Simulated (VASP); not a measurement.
Wanted: the native input for a VASP 6.6.1 run.

| Item | Value |
| --- | --- |
| Task | single point |
| Functional | r2SCAN |
| Potentials or basis | VASP PAW PBE potentials, release 64 (Mg_sv, O) |
| Cutoff | 750 eV |
| k mesh | 6 × 6 × 6 |
| Occupations | gaussian, width 0.01 eV |
| Spin | no spin polarisation |
| Dipole correction | no |
| Mended | yes |
| Further INCAR settings | ALGO = Normal; EDIFF = 1e-06; NBANDS = 18 |

Crystal: MgO2.

```xyz
3
Lattice="1.5785 0.9113 3.4619 -1.5785 0.9113 3.4619 0.0000 -1.8227 3.4619" Properties=species:S:1:pos:R:3 pbc="T T T"
Mg    0.0000    0.0000    0.0000
O     0.0000    0.0000    4.4567
O     0.0000    0.0000    5.9290
```

The input as run:

POSCAR

```
MgO2
1.0
    1.5784791300      0.9113353506      3.4618981106
   -1.5784791300      0.9113353506      3.4618981106
    0.0000000000     -1.8226707012      3.4618981106
Mg O
1 2
Direct
    0.0000000000      0.0000000000      0.0000000000
    0.4291159763      0.4291159763      0.4291159763
    0.5708840237      0.5708840237      0.5708840237
```

INCAR.step1

```
  ALGO = Normal
  EDIFF = 1E-5
  ENCUT = 750
  GGA = PE
  GGA_COMPAT = F
  ISMEAR = 0
  LASPH = T
  LCHARG = F
  LREAL = F
  LWAVE = T
  NBANDS = 18
  NELM = 120
  PREC = Accurate
  SIGMA = 0.01
```

INCAR.step2

```
  ALGO = Normal
  EDIFF = 1E-6
  ENCUT = 750
  GGA_COMPAT = F
  ISIF = 2
  ISMEAR = 0
  ISTART = 1
  LASPH = T
  LCHARG = T
  LELF = T
  LMIXTAU = T
  LREAL = F
  LVHAR = T
  LWAVE = F
  METAGGA = R2SCAN
  NBANDS = 18
  NELM = 120
  PREC = Accurate
  SIGMA = 0.01
```

KPOINTS

```
k-points
0
Gamma
  6 6 6
```

Potentials or basis: VASP PAW PBE potentials, release 64 (Mg_sv, O).

Launch:

```bash
$ cat potpaw_PBE.64/Mg_sv/POTCAR potpaw_PBE.64/O/POTCAR > POTCAR
$ cp INCAR.step1 INCAR
$ mpirun -np 1 vasp_std > vasp.out
$ cp INCAR.step2 INCAR
$ mpirun -np 1 vasp_std > vasp.out
```

It gave:

```
Pressure               : 0.3 GPa
Largest force          : 0.202 eV/Å
Band gap on the k mesh : 3.14 eV
```

Caveat: the PAW data sets were made with another functional, which shifts forces and pressure a little.

Run time: 110 s on 1 thread of AMD EPYC 9R45 (Zen 5), with other jobs on the host, peak memory 0.19 GiB.
